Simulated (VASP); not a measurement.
Se, 2 atoms in the cell. The typed cell holds 2 atoms: a = 3.663 Å, b = 3.664 Å, c = 5.000 Å, α = 92.94°, β = 109.80°, γ = 90.40°. 

- Program: VASP 6.6.1
- Task: single point
- Functional: PBE
- Potentials or basis: VASP PAW PBE potentials, release 64 (Se)
- Cutoff: 520 eV
- k mesh: 16 × 16 × 12
- Occupations: gaussian, width 0.1 eV
- Spin: no spin polarisation
- Dipole correction: no
- Further INCAR settings: ALGO = Normal; EDIFF = 1e-07; NBANDS = 13

Potentials or basis: VASP PAW PBE potentials, release 64 (Se).

The run is started by

```bash
$ cat potpaw_PBE.64/Se/POTCAR > POTCAR
$ mpirun -np 1 vasp_std > vasp.out
```

Hardware: 1 thread of AMD EPYC 9R45 96-Core Processor (Zen 5), on a shared host.

Question: How long does it take, and how much memory?

Answer: Wall time 8.1 min on 1 thread of AMD EPYC 9R45 96-Core Processor (Zen 5), on a shared host, peak memory 1 GiB. Counts: scf iterations 12, k points 1540.
